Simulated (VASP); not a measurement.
Rh: single point with PBE

Crystal: Rh.

```xyz
1
Lattice="-1.5110 1.5110 1.5110 1.5110 -1.5110 1.5110 1.5110 1.5110 -1.5110" Properties=species:S:1:pos:R:3 pbc="T T T"
Rh    0.0000    0.0000    0.0000
```

This cell differs from its parent crystal: Mo replaced by Rh, lengths x 0.953, strained.

```yaml
Program: VASP 6.6.1
Task: single point
Functional: PBE
Potentials_or_basis: VASP PAW PBE potentials, release 64 (Rh_pv)
Cutoff: 520 eV
k_mesh: 20 × 20 × 20
Occupations: gaussian, width 0.1 eV
Spin: no spin polarisation
Dipole_correction: no
Further_INCAR_settings: ALGO = Normal; EDIFF = 1e-06; NBANDS = 14
```

| Item | Value |
| --- | --- |
| Pressure | 12.5 GPa |

Levels at points of the mesh, in eV from the Fermi level:
```tsv
k point	band 3	band 4	band 5	band 6	band 7	band 8	band 9	band 10	band 11	band 12
(0.00, 0.00, 0.00)	-46.03	-7.74	-2.94	-2.94	-2.94	-0.45	-0.45	18.52	18.52	18.52
(0.50, 0.00, 0.00)	-46.03	-5.92	-4.49	-0.51	-0.09	1.34	1.66	9.53	14.66	18.69
(0.50, 0.50, 0.50)	-46.56	-5.93	-5.93	1.14	1.14	1.14	9.57	9.57	9.57	19.42
```

Wall time 24 s on 1 thread of Intel Xeon 6975P-C, with other jobs on the host, peak memory 0.16 GiB.

Caveat: the cell differs from its parent crystal (Mo replaced by Rh, lengths x 0.953, strained).
